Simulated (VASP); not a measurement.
## Hf: relaxation of cell and atoms with PBE

Hf:

```
Hf
1.0
     3.19670    0.00000    0.00000
    -1.59835    2.76842    0.00000
     0.00000    0.00000    5.05780
Hf
2
Direct
  0.33333 0.66667 0.25000
  0.66667 0.33333 0.75000
```

```
Program                : VASP 6.6.1
Task                   : relaxation of cell and atoms
Functional             : PBE
Potentials or basis    : VASP PAW PBE potentials, release 64 (Hf_pv)
Cutoff                 : 600 eV
k mesh                 : 16 × 16 × 10
Occupations            : gaussian, width 0.05 eV
Spin                   : no spin polarisation
Dipole correction      : no
Further INCAR settings : ALGO = Fast; EDIFF = 1e-06; IBRION = 2; EDIFFG = -0.01; NSW = 80; ISIF = 3
```

- Relaxed volume: 22.45 Å³/atom
- Relaxed cell: a = 3.202 Å, b = 3.202 Å, c = 5.056 Å, α = 90.00°, β = 90.00°, γ = 120.00°
- Space group after relaxing (to 0.1 Å): P6_3/mmc (No. 194)
- Energy gained by relaxing: 0.1 meV/atom
- Ionic steps: 7
- Pressure after relaxing: 0.0 GPa
- Band gap on the k mesh: zero (bands 10 and 11 overlap by 1.56 eV)

Stress tensor (GPa, compression positive):
```
 0.02  0.00  0.00
 0.00  0.02  0.00
 0.00  0.00 -0.06
```

Step by step:
| step | energy change (eV) | largest force (eV/Å) | pressure (GPa) | volume (Å³) |
| --- | --- | --- | --- | --- |
| 1 | 0.0000 | 0.0000 | 0.31 | 44.76 |
| 2 | 0.0000 | 0.0000 | -0.37 | 45.04 |
| 3 | -0.0002 | 0.0000 | -0.05 | 44.91 |
| 4 | -0.0002 | 0.0000 | -0.05 | 44.91 |
| 5 | -0.0001 | 0.0000 | 0.14 | 44.83 |
| 6 | -0.0002 | 0.0000 | 0.02 | 44.90 |
| 7 | -0.0002 | 0.0000 | -0.01 | 44.90 |

Final structure:
```cif
data_structure
_symmetry_space_group_name_H-M 'P 1'
_symmetry_Int_Tables_number 1
_cell_length_a 3.2022
_cell_length_b 3.2022
_cell_length_c 5.0559
_cell_angle_alpha 90.000
_cell_angle_beta 90.000
_cell_angle_gamma 120.000
_cell_volume 44.90
loop_
_atom_site_label
_atom_site_type_symbol
_atom_site_fract_x
_atom_site_fract_y
_atom_site_fract_z
_atom_site_occupancy
Hf1 Hf 0.33333 0.66667 0.25000 1
Hf2 Hf 0.66667 0.33333 0.75000 1
```

Levels at points of the mesh, in eV from the Fermi level:
| k point | band 6 | band 7 | band 8 | band 9 | band 10 | band 11 | band 12 | band 13 | band 14 |
| --- | --- | --- | --- | --- | --- | --- | --- | --- | --- |
| (0.00, 0.00, 0.00) | -30.23 | -7.38 | -3.71 | 0.63 | 1.16 | 1.16 | 1.46 | 1.98 | 1.98 |
| (0.50, 0.00, 0.00) | -30.32 | -3.36 | -2.75 | -2.23 | -0.83 | 0.76 | 0.86 | 1.67 | 5.84 |
| (0.00, 0.00, 0.50) | -30.30 | -5.41 | -5.41 | 0.14 | 0.14 | 1.05 | 1.05 | 1.05 | 1.05 |
| (0.50, 0.00, 0.50) | -30.43 | -3.41 | -3.41 | -0.99 | -0.99 | 1.15 | 1.15 | 2.62 | 2.62 |

It took 5.3 min on 1 thread of Intel(R) Xeon(R) Platinum 8488C (Sapphire Rapids), on a shared host, peak memory 0.27 GiB.

Caveat: spin-orbit coupling is left out, which moves the levels of the heavy elements. PBE usually gives volumes a little too large and moduli too small.
